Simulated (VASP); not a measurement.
Runs of VASP 6.6.1 on AlIn3Sb2. The structure is that of space group P6/mmm (No. 191), or close to it. The cells are those of the table. The cell was generated, and may not be a known phase.

| task | cell | k mesh | cutoff (eV) | gap on the mesh (eV) | pressure (GPa) | relaxed volume (Å³/atom) |
| --- | --- | --- | --- | --- | --- | --- |
| relaxation of cell and atoms | relaxed from a = 5.937, b = 5.937, c = 5.814 Å, angles 90.0, 90.0, 120.0°, 6 atoms | 6 × 6 × 8 | 600 | none | 0.0 | 29.61 |
| single point | a = 5.937, b = 5.937, c = 5.814 Å, angles 90.0, 90.0, 120.0°, 6 atoms | 3 × 3 × 4 | 520 | none | (a) | - |
| single point | a = 6.169, b = 6.169, c = 5.401 Å, angles 90.0, 90.0, 120.0°, 6 atoms | 3 × 3 × 4 | 520 | none | -0.4 | - |
| single point | a = 5.926, b = 5.926, c = 5.846 Å, angles 90.0, 90.0, 120.0°, 6 atoms | 6 × 6 × 8 | 520 | none | 0.0 | - |
| relaxation of cell and atoms | relaxed from a = 6.169, b = 6.169, c = 5.401 Å, angles 90.0, 90.0, 120.0°, 6 atoms | 3 × 3 × 4 | 600 | none | -0.1 | 29.27 |

Alike in all rows: level PBE; potentials or basis VASP PAW PBE potentials, release 64 (Al, In_d, Sb); no spin polarisation; smearing gaussian 0.1 eV.

Q: Estimate the missing entries.

A: (a) -0.3.

Caveats: some runs use coarse meshes; spin-orbit coupling is left out, which moves the levels of the heavy elements.

A k mesh can miss the band edges, and the runs leave out spin-orbit coupling on In, Sb.

A gap of «none» marks levels without a gap at the run's occupations.
